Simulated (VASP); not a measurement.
Set up this calculation in VASP 6.6.1, as the native input.

| Property | Result |
| --- | --- |
| Task | single point |
| Functional | r2SCAN |
| Potentials or basis | VASP PAW PBE potentials, release 64 (Zn) |
| Cutoff | 520 eV |
| k mesh | 16 × 16 × 4 |
| Occupations | fermi-dirac, width 0.1 eV |
| Spin | no spin polarisation |
| Dipole correction | no |
| Further INCAR settings | ALGO = Normal; EDIFF = 1e-07; NBANDS = 32 |

Crystal: Zn.

```
Zn
1.0
     2.61350    0.00000    0.00000
    -1.30675    2.26336    0.00000
     0.00000    0.00000    9.75888
Zn
4
Direct
  0.00000 0.00000 0.00000
  0.00000 0.00000 0.50000
  0.33333 0.66667 0.25000
  0.66667 0.33333 0.75000
```

One way to write it, as run:

POSCAR

```
Zn
1.0
    2.6135017449      0.0000000000      0.0000000000
   -1.3067508724      2.2633589039      0.0000000000
    0.0000000000      0.0000000000      9.7588789650
Zn
4
Direct
    0.0000000000      0.0000000000      1.0000000000
    0.0000000000      1.0000000000      0.5000000000
    0.3333333333      0.6666666667      0.2500000000
    0.6666666667      0.3333333333      0.7500000000
```

INCAR.step1

```
PREC = Accurate
ENCUT = 520
ISMEAR = -1
SIGMA = 0.1
LREAL = F
LASPH = T
NELM = 100
NBANDS = 32
GGA = PE
ALGO = Normal
EDIFF = 1E-4
LWAVE = T
LCHARG = F
```

INCAR.step2

```
PREC = Accurate
ENCUT = 520
EDIFF = 1E-7
ISMEAR = -1
SIGMA = 0.1
LREAL = F
LASPH = T
NELM = 100
ALGO = Normal
ISIF = 2
LWAVE = F
LCHARG = F
METAGGA = R2SCAN
LMIXTAU = T
NBANDS = 32
ISTART = 1
```

KPOINTS

```
regular mesh
0
Gamma
  16 16 4
```

Potentials or basis: VASP PAW PBE potentials, release 64 (Zn).

The run is started by

```sh
$ cat potpaw_PBE.64/Zn/POTCAR > POTCAR
$ cp INCAR.step1 INCAR
$ mpirun -np 1 vasp_std > vasp.out
$ cp INCAR.step2 INCAR
$ mpirun -np 1 vasp_std > vasp.out
```

Results of the run:

```yaml
Pressure: 0.4 GPa
Band_gap_on_the_k_mesh: zero (bands 24 and 25 overlap by 4.49 eV)
```

Caveat: the PAW data sets were made with another functional, which shifts forces and pressure a little.

Wall time 12 min on 1 thread of AMD EPYC 7R43 64-Core Processor (Zen 3), with other jobs on the host, peak memory 0.22 GiB.
